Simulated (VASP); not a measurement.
# Ta2N (P-3m1) in VASP: further runs

Runs on Ta2N. Level: PBEsol. Tasks: single point.

Everything below comes from runs of VASP 6.6.1. Logs are shortened: lines on timing, memory, paths and dates and some standing lists are left out, and cuts for length are marked.

## 1. The cell of the first run

The structure is trigonal, space group P-3m1 (No. 164). The conventional cell has a = 2.985 Å, b = 2.985 Å, c = 4.822 Å, α = 90.00°, β = 90.00°, γ = 120.00°. Within 2.8 Å of Ta (site symmetry 3m) lie 3 N at 2.11 Å. N (site symmetry -3m) has 6 Ta at 2.11 Å within 2.8 Å.

## 2. Single point, PBEsol (12.40 Å³/atom)

INCAR reads:

```
SYSTEM = Ta2N
ALGO = Normal
EDIFF = 1E-7
ENCUT = 520
GGA = PS
ISIF = 2
ISMEAR = 0
LASPH = .True.
LCHARG = .False.
LREAL = .False.
LWAVE = .False.
NBANDS = 20
NELM = 80
PREC = Accurate
SIGMA = 0.15
```

KPOINTS reads:

```
k-points
0
Gamma
  18 18 10
  0 0 0
```

POSCAR reads:

```
Ta2N
1.0
    2.9852748429      0.0000000000      0.0000000000
   -1.4926374215      2.5853238513      0.0000000000
    0.0000000000      0.0000000000      4.8215173988
Ta N
2 1
Direct
    0.6666666667      0.3333333333      0.7463700642
    0.3333333333      0.6666666667      0.2536299358
    0.0000000000      0.0000000000      0.0000000000
```

Potentials or basis: VASP PAW PBE potentials, release 64 (Ta_pv, N).

Launch:

```bash
$ cat potpaw_PBE.64/Ta_pv/POTCAR potpaw_PBE.64/N/POTCAR > POTCAR
$ mpirun -np 1 vasp_std > vasp.out
```

OUTCAR:

```text
SYSTEM = Ta2N
   EDIFF = 1E-7
   ENCUT = 520
   GGA = PS
   ISIF = 2
   ISMEAR = 0
   LASPH = .True.
   LREAL = .False.
   NELM = 80
   PREC = Accurate

 ion  position               nearest neighbor table
   1  0.667  0.333  0.746-   3 2.11   3 2.11   3 2.11   2 2.94   2 2.94   2 2.94   2 2.99   2 2.99
                             2 2.99
   2  0.333  0.667  0.254-   3 2.11   3 2.11   3 2.11   1 2.94   1 2.94   1 2.94   1 2.99   1 2.99
                             1 2.99
   3  0.000  0.000  0.000-   1 2.11   2 2.11   1 2.11   2 2.11   1 2.11   2 2.11

  LATTYP: Found a hexagonal cell.
 ALAT       =     2.9852748429
 C/A-ratio  =     1.6151000000

  Lattice vectors:

 A1 = (   2.9852748429,   0.0000000000,   0.0000000000)
 A2 = (  -1.4926374215,   2.5853238513,   0.0000000000)
 A3 = (   0.0000000000,   0.0000000000,   4.8215173988)

Analysis of symmetry for initial positions (statically):
=====================================================================
 Subroutine PRICEL returns:
 Original cell was already a primitive cell.

 Routine SETGRP: Setting up the symmetry group for a
 hexagonal supercell.

 Subroutine GETGRP returns: Found 12 space group operations
 (whereof 12 operations were pure point group operations)
 out of a pool of 24 trial point group operations.

The static configuration has the point symmetry D_3d.

Analysis of symmetry for dynamics (positions and initial velocities):
=====================================================================
 Subroutine PRICEL returns:
 Original cell was already a primitive cell.

 Routine SETGRP: Setting up the symmetry group for a
 hexagonal supercell.

 Subroutine GETGRP returns: Found 12 space group operations
 (whereof 12 operations were pure point group operations)
 out of a pool of 24 trial point group operations.

The dynamic configuration has the point symmetry D_3d.

 Subroutine INISYM returns: Found 12 space group operations
 (whereof 12 operations are pure point group operations),
 and found     1 'primitive' translations

----------------------------------------------------------------------------------------

                                     Primitive cell

  volume of cell :      37.2120

  direct lattice vectors                    reciprocal lattice vectors
     2.985274843  0.000000000  0.000000000     0.334977532  0.193399368  0.000000000
    -1.492637422  2.585323851  0.000000000     0.000000000  0.386798737  0.000000000
     0.000000000  0.000000000  4.821517399     0.000000000  0.000000000  0.207403586

  length of vectors
     2.985274843  2.985274843  4.821517399     0.386798737  0.386798737  0.207403586

  position of ions in fractional coordinates (direct lattice)
     0.666666667  0.333333333  0.746370064
     0.333333333  0.666666667  0.253629936
     0.000000000  0.000000000  0.000000000

  ion indices of the primitive-cell ions
   primitive index   ion index
                 1           1
                 2           2
                 3           3

----------------------------------------------------------------------------------------

 KPOINTS: k-points

Automatic generation of k-mesh.
 Grid dimensions read from file:
 generate k-points for:   18   18   10

 Generating k-lattice:

  Cartesian coordinates                     Fractional coordinates (reciprocal lattice)
     0.018609863  0.010744409  0.000000000     0.055555556 -0.000000000  0.000000000
     0.000000000  0.021488819  0.000000000     0.000000000  0.055555556  0.000000000
     0.000000000  0.000000000  0.020740359     0.000000000  0.000000000  0.100000000

  Length of vectors
     0.021488819  0.021488819  0.020740359

  Shift w.r.t. Gamma in fractional coordinates (k-lattice)
     0.000000000  0.000000000  0.000000000

 Subroutine IBZKPT returns following result:
 ===========================================

 Found    330 irreducible k-points:

 Following reciprocal coordinates:
            Coordinates               Weight
  0.000000  0.000000  0.000000      1.000000
  0.055556  0.000000  0.000000      6.000000
  0.111111  0.000000  0.000000      6.000000
  0.166667 -0.000000  0.000000      6.000000
  0.222222 -0.000000  0.000000      6.000000
  0.277778 -0.000000  0.000000      6.000000
[... 16 lines left out ...]
  0.333333  0.111111  0.000000     12.000000
  0.388889  0.111111  0.000000     12.000000
 [... further k-points ...]
   k-points           NKPTS =    330   k-points in BZ     NKDIM =    330   number of bands    NBANDS=     20
   number of dos      NEDOS =    301   number of ions     NIONS =      3
   total plane-waves  NPLWV =  20736
   dimension x,y,z NGX =    24 NGY =   24 NGZ =   36
   dimension x,y,z NGXF=    48 NGYF=   48 NGZF=   72
   ions per type =               2   1
   NGX,Y,Z   is equivalent  to a cutoff of  13.37, 13.37, 12.41 a.u.
   NGXF,Y,Z  is equivalent  to a cutoff of  26.73, 26.73, 24.83 a.u.
 SYSTEM =  Ta2N
   PREC   = accura    normal or accurate (medium, high low for compatibility)
   ISTART =      0    job   : 0-new  1-cont  2-samecut
   ICHARG =      2    charge: 1-file 2-atom 10-const
   ISPIN  =      1    spin polarized calculation?
   LNONCOLLINEAR =      F non collinear calculations
   LSORBIT =      F    spin-orbit coupling
   LASPH  =      T    aspherical Exc in radial PAW
   ENCUT  =  520.0 eV  38.22 Ry    6.18 a.u.   5.55  5.55  8.96*2*pi/ulx,y,z
   NELM   =     80;   NELMIN=  2; NELMDL= -5     # of ELM steps
   EDIFF  = 0.1E-06   stopping-criterion for ELM
   LREAL  =      F    real-space projection
   EDIFFG = 0.1E-05   stopping-criterion for IOM
   NSW    =      0    number of steps for IOM
   IBRION =     -1    ionic relax: 0-MD 1-quasi-New 2-CG
   NFREE  =      0    steps in history (QN), initial steepest desc. (CG)
   ISIF   =      2    stress and relaxation
   ISYM   =      2    0-nonsym 1-usesym 2-fastsym
   POTIM  = 0.5000    time-step for ionic-motion
   TEBEG  =    0.0;   TEEND  =   0.0 temperature during run
   PSTRESS=    0.0 pullay stress
   NELECT =      27.0000    total number of electrons
   NUPDOWN=      -1.0000    fix difference up-down
   EMIN   =  10.00;   EMAX   =-10.00  energy-range for DOS
   EFERMI =   0.00;   METHOD = LEGACY
   ISMEAR =     0;   SIGMA  =   0.15  broadening in eV -4-tet -1-fermi 0-gaus
   EFERMI_NEDOS =   21; number of points for ismear=-14 and -15
   IALGO  =     38    algorithm
   IMIX   =      4    mixing-type and parameters
     AMIX     =   0.40;   BMIX     =  1.00
     AMIX_MAG =   1.60;   BMIX_MAG =  1.00
  volume/ion in A,a.u.               =      12.40        83.71
  Fermi-wavevector in a.u.,A,eV,Ry     =   1.471076  2.779930 29.443882  2.164064
  Thomas-Fermi vector in A             =   2.586256
   LORBIT       =      0    0 simple, 1 ext, 2 COOP (PROOUT), +10 PAW based schemes
   GGA     = PS    functional components
   LHFCALC =     F    Hartree Fock is set to
   AEXX    =    0.0000 exact exchange contribution
   IVDW    =     0    specifies the selected vdW correction
   LEPSILON=     F    determine dielectric tensor
   LRPA    =     F    only Hartree local field effects (RPA)
 non-spin polarized calculation
 Gauss-broadening in eV      SIGMA  =   0.15
  energy-cutoff  :      520.00
  volume of cell :       37.21
 maximum number of plane-waves:      1032
 NGX is ok and might be reduce to    24
   NGX = 11   NGY = 11   NGZ = 17

 number of electron      26.9999997 magnetization

 Free energy of the ion-electron system (eV)
  ---------------------------------------------------
  ext. energy  EPLUGINS =         0.00000000
  ---------------------------------------------------
  free energy    TOTEN  =       -36.31946674 eV

  energy without entropy =      -36.30693097  energy(sigma->0) =      -36.31319885

 E-fermi :   8.1658     XC(G=0): -13.4750

 val. band max:        8.1538431736   @ k =   0.2222   0.1111   0.3000
 cond. band min:       8.1730365335   @ k =   0.1111   0.0556   0.0000
 fundamental gap:      0.0191933599
 Fermi energy:         8.1657889677

 k-point     1 :       0.0000    0.0000    0.0000
  band No.  band energies     occupation
      1     -27.4886      2.00000
      2     -26.4185      2.00000
      3     -26.4185      2.00000
      4     -26.2777      2.00000
      5     -26.2777      2.00000
      6     -26.2217      2.00000
[... 12 lines left out ...]
     19       9.5324      0.00000
     20      13.6600      0.00000

 k-point     2 :       0.0556    0.0000    0.0000
  band No.  band energies     occupation
      1     -27.4759      2.00000
      2     -26.4479      2.00000
      3     -26.4286      2.00000
      4     -26.3069      2.00000
      5     -26.2802      2.00000
      6     -26.2253      2.00000
[... 12 lines left out ...]
     19       9.8381      0.00000
     20      13.7312      0.00000

 k-point     3 :       0.1111    0.0000    0.0000
  band No.  band energies     occupation
      1     -27.4385      2.00000
      2     -26.5321      2.00000
      3     -26.4566      2.00000
      4     -26.3890      2.00000
      5     -26.2882      2.00000
      6     -26.2367      2.00000
[... 12 lines left out ...]
     19      10.5749      0.00000
     20      13.7616      0.00000

 k-point     4 :       0.1667   -0.0000    0.0000
  band No.  band energies     occupation
      1     -27.3792      2.00000
      2     -26.6608      2.00000
      3     -26.5096      2.00000
      4     -26.4972      2.00000
      5     -26.3024      2.00000
      6     -26.2572      2.00000
[... 429 lines left out ...]
 k-point    23 :       0.3333    0.1111    0.0000
  band No.  band energies     occupation
      1     -27.2608      2.00000
      2     -27.0349      2.00000
      3     -26.9597      2.00000
      4     -26.7122      2.00000
      5     -26.4587      2.00000
      6     -26.4413      2.00000
[... 12 lines left out ...]
     19      13.4240      0.00000
     20      14.0007      0.00000

 k-point    24 :       0.3889    0.1111    0.0000
  band No.  band energies     occupation
      1     -27.3301      2.00000
      2     -27.0748      2.00000
      3     -26.8962      2.00000
      4     -26.7478      2.00000
      5     -26.4965      2.00000
      6     -26.4685      2.00000
[... 12 lines left out ...]
     19      13.4599      0.00000
     20      13.7427      0.00000

 [... further k-points ...]

------------------------ aborting loop because EDIFF is reached ----------------------------------------

  FORCE on cell =-STRESS in cart. coord.  units (eV):
  Direction    XX          YY          ZZ          XY          YZ          ZX
  --------------------------------------------------------------------------------------
  -------------------------------------------------------------------------------------
  Total        5.7609118      5.7609118      4.0570264     -0.0000000      0.0000000      0.0000000
  in kB      248.0383306    248.0383306    174.6768695     -0.0000000      0.0000000      0.0000000
  external PRESSURE =     223.5845102 kB  Pullay stress =       0.0000000 kB

 VOLUME and BASIS-vectors are now :
 -----------------------------------------------------------------------------
  energy-cutoff  :      520.00
  volume of cell :       37.21
      direct lattice vectors                 reciprocal lattice vectors
     2.985274843  0.000000000  0.000000000     0.334977532  0.193399368  0.000000000
    -1.492637422  2.585323851  0.000000000     0.000000000  0.386798737  0.000000000
     0.000000000  0.000000000  4.821517399     0.000000000  0.000000000  0.207403586

 POSITION                                       TOTAL-FORCE (eV/Angst)
 -----------------------------------------------------------------------------------
      1.49264      0.86177      3.59864        -0.000000      0.000000     -0.812593
     -0.00000      1.72355      1.22288        -0.000000     -0.000000      0.812593
      0.00000      0.00000      0.00000         0.000000      0.000000      0.000000
 -----------------------------------------------------------------------------------
    total drift:                                0.000000     -0.000000      0.000000

  FREE ENERGIE OF THE ION-ELECTRON SYSTEM (eV)
  ---------------------------------------------------
  free  energy   TOTEN  =       -36.3194667433 eV

  energy  without entropy=      -36.3069309661  energy(sigma->0) =      -36.31319885
```

Run time: 2 min. Hardware: 1 thread of Intel Xeon Platinum 8488C (Sapphire Rapids), shared host; peak memory 0.33 GiB.

What came out:

```yaml
Free_energy: -36.3195 eV
Pressure: 22.4 GPa
Largest_force: 0.813 eV/Å
Band_gap_on_the_k_mesh: zero (an odd number of electrons rules out a gap without spin polarisation)
```

Forces on the atoms (eV/Å):
```
Ta   0.000  0.000 -0.813
Ta   0.000  0.000  0.813
N    0.000  0.000  0.000
```

Caveat: the stress differs along the axes, from 17 to 25 GPa; the PAW data sets were made with another functional, which shifts forces and pressure a little; spin-orbit coupling is left out, which moves the levels of the heavy elements.

(Continued in part 2 of 2.)
